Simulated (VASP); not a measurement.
# MgO (Fm-3m) in VASP: notebook, part 2 of 2

VASP 6.6.1.

**4. Single point, PBE**

INCAR reads:

```
PREC = Accurate ; ENCUT = 600
EDIFF = 1E-6 ; ISMEAR = -1
SIGMA = 0.003 ; LREAL = False
LASPH = True ; NELM = 120
ALGO = Normal ; ISIF = 2
LWAVE = False ; LCHARG = True
GGA = PE ; LELF = True
LVHAR = True ; NBANDS = 11
GGA_COMPAT = False
```

KPOINTS reads:

```
regular mesh
0
Gamma
  7 7 7
```

POSCAR reads:

```
MgO
1.0
    0.0000000000      2.1957500000      2.1957500000
    2.1957500000      0.0000000000      2.1957500000
    2.1957500000      2.1957500000      0.0000000000
Mg O
1 1
Direct
    0.0000000000      0.0000000000      0.0000000000
    0.5000000000      0.5000000000      0.5000000000
```

Potentials or basis: VASP PAW PBE potentials, release 64 (Mg, O).

Command:

```
> cat potpaw_PBE.64/Mg/POTCAR potpaw_PBE.64/O/POTCAR > POTCAR
> mpirun -np 1 vasp_std > vasp.out
```

OUTCAR:

```text
PREC = Accurate
   ENCUT = 600
   EDIFF = 1E-6
   ISMEAR = -1
   LREAL = False
   LASPH = True
   NELM = 120
   ISIF = 2
   GGA = PE

 ion  position               nearest neighbor table
   1  0.000  0.000  0.000-   2 2.20   2 2.20   2 2.20   2 2.20   2 2.20   2 2.20
   2  0.500  0.500  0.500-   1 2.20   1 2.20   1 2.20   1 2.20   1 2.20   1 2.20

  LATTYP: Found a face centered cubic cell.
 ALAT       =     4.3915000000

  Lattice vectors:

 A1 = (   0.0000000000,   2.1957500000,   2.1957500000)
 A2 = (   2.1957500000,   0.0000000000,   2.1957500000)
 A3 = (   2.1957500000,   2.1957500000,   0.0000000000)

Analysis of symmetry for initial positions (statically):
=====================================================================
 Subroutine PRICEL returns:
 Original cell was already a primitive cell.

 Routine SETGRP: Setting up the symmetry group for a
 face centered cubic supercell.

 Subroutine GETGRP returns: Found 48 space group operations
 (whereof 48 operations were pure point group operations)
 out of a pool of 48 trial point group operations.

The static configuration has the point symmetry O_h .

Analysis of symmetry for dynamics (positions and initial velocities):
=====================================================================
 Subroutine PRICEL returns:
 Original cell was already a primitive cell.

 Routine SETGRP: Setting up the symmetry group for a
 face centered cubic supercell.

 Subroutine GETGRP returns: Found 48 space group operations
 (whereof 48 operations were pure point group operations)
 out of a pool of 48 trial point group operations.

The dynamic configuration has the point symmetry O_h .

 Subroutine INISYM returns: Found 48 space group operations
 (whereof 48 operations are pure point group operations),
 and found     1 'primitive' translations

----------------------------------------------------------------------------------------

[... 113 lines left out ...]
   LHFCALC =     F    Hartree Fock is set to
   AEXX    =    0.0000 exact exchange contribution
   IVDW    =     0    specifies the selected vdW correction
   LEPSILON=     F    determine dielectric tensor
   LRPA    =     F    only Hartree local field effects (RPA)
 non-spin polarized calculation
  energy-cutoff  :      600.00
  volume of cell :       21.17
 maximum number of plane-waves:       725
 NGX is ok and might be reduce to    28
   NGX = 13   NGY = 13   NGZ = 13

 number of electron       8.0000000 magnetization

 Free energy of the ion-electron system (eV)
  ---------------------------------------------------
  ext. energy  EPLUGINS =         0.00000000
  ---------------------------------------------------
  free energy    TOTEN  =       -11.83104417 eV

  energy without entropy =      -11.83104417  energy(sigma->0) =      -11.83104417

 E-fermi :   2.4760     XC(G=0): -10.5013

 val. band max:        2.3075293667   @ k =   0.0000   0.0000   0.0000
 cond. band min:       5.9093564580   @ k =   0.0000   0.0000   0.0000
 fundamental gap:      3.6018270913
 Fermi energy:         2.4759634226

 k-point     1 :       0.0000    0.0000    0.0000
  band No.  band energies     occupation
      1     -14.3631      2.00000
      2       2.3075      2.00000
      3       2.3075      2.00000
      4       2.3075      2.00000
      5       5.9094      0.00000
      6      17.3945      0.00000
      7      17.3945      0.00000
      8      17.3945      0.00000
      9      20.9942      0.00000
     10      22.6307      0.00000
     11      22.6307      0.00000
[... 253 lines left out ...]
 k-point    20 :      -0.2857    0.4286    0.1429
  band No.  band energies     occupation
      1     -13.1394      2.00000
      2      -0.4412      2.00000
      3      -0.2731      2.00000
      4       1.0431      2.00000
      5      12.4689      0.00000
      6      13.0412      0.00000
      7      13.3943      0.00000
      8      16.9162      0.00000
      9      21.2731      0.00000
     10      23.5882      0.00000
     11      27.1263      0.00000

------------------------ aborting loop because EDIFF is reached ----------------------------------------

  FORCE on cell =-STRESS in cart. coord.  units (eV):
  Direction    XX          YY          ZZ          XY          YZ          ZX
  --------------------------------------------------------------------------------------
  -------------------------------------------------------------------------------------
  Total       -1.6740520     -1.6740520     -1.6740520     -0.0000000     -0.0000000      0.0000000
  in kB     -126.6778981   -126.6778981   -126.6778981     -0.0000000     -0.0000000      0.0000000
  external PRESSURE =    -126.6778981 kB  Pullay stress =       0.0000000 kB

 VOLUME and BASIS-vectors are now :
 -----------------------------------------------------------------------------
  energy-cutoff  :      600.00
  volume of cell :       21.17
      direct lattice vectors                 reciprocal lattice vectors
     0.000000000  2.195750000  2.195750000    -0.227712627  0.227712627  0.227712627
     2.195750000  0.000000000  2.195750000     0.227712627 -0.227712627  0.227712627
     2.195750000  2.195750000  0.000000000     0.227712627  0.227712627 -0.227712627

 POSITION                                       TOTAL-FORCE (eV/Angst)
 -----------------------------------------------------------------------------------
      0.00000      0.00000      0.00000         0.000000      0.000000      0.000000
      2.19575      2.19575      2.19575        -0.000000     -0.000000     -0.000000
 -----------------------------------------------------------------------------------
    total drift:                                0.000000      0.000000      0.000000

  FREE ENERGIE OF THE ION-ELECTRON SYSTEM (eV)
  ---------------------------------------------------
  free  energy   TOTEN  =       -11.8310441652 eV

  energy  without entropy=      -11.8310441652  energy(sigma->0) =      -11.83104417
```

OSZICAR:

```text
N       E                     dE             d eps       ncg     rms          rms(c)
DAV:   1     0.165276934390E+02    0.16528E+02   -0.48472E+03   504   0.726E+02
DAV:   2    -0.126190721372E+02   -0.29147E+02   -0.27729E+02   494   0.141E+02
DAV:   3    -0.133940610830E+02   -0.77499E+00   -0.77409E+00   524   0.195E+01
DAV:   4    -0.133962896899E+02   -0.22286E-02   -0.22286E-02   485   0.117E+00
DAV:   5    -0.133962975344E+02   -0.78445E-05   -0.78445E-05   518   0.680E-02    0.716E+00
DAV:   6    -0.118640383932E+02    0.15323E+01   -0.99404E+00   458   0.165E+01    0.249E+00
DAV:   7    -0.118392443124E+02    0.24794E-01   -0.10268E-01   473   0.253E+00    0.137E+00
DAV:   8    -0.118316803612E+02    0.75640E-02   -0.39498E-02   449   0.216E+00    0.290E-01
DAV:   9    -0.118311274734E+02    0.55289E-03   -0.72990E-04   500   0.192E-01    0.165E-01
DAV:  10    -0.118310438522E+02    0.83621E-04   -0.62784E-04   470   0.193E-01    0.823E-03
DAV:  11    -0.118310441652E+02   -0.31302E-06   -0.59200E-06   512   0.167E-02
   1 F= -.11831044E+02 E0= -.11831044E+02  d E =0.000000E+00
```

stdout:

```text
POSCAR found type information on POSCAR MgO
 POSCAR found :  2 types and       2 ions
 scaLAPACK will be used
 LDA part: xc-table for (Slater+PW92), standard interpolation
 POSCAR, INCAR and KPOINTS ok, starting setup
 FFT: planning ... GRIDC
 FFT: planning ... GRID_SOFT
 FFT: planning ... GRID
 WAVECAR not read
 entering main loop
```

Wall time 15 s (1 thread of Intel Xeon 8259CL, shared host); peak memory 0.15 GiB.

Results:

| Item | Value |
| --- | --- |
| Free energy | -11.8310 eV |
| Pressure | -12.7 GPa |
| Band gap on the k mesh | 3.60 eV, direct |
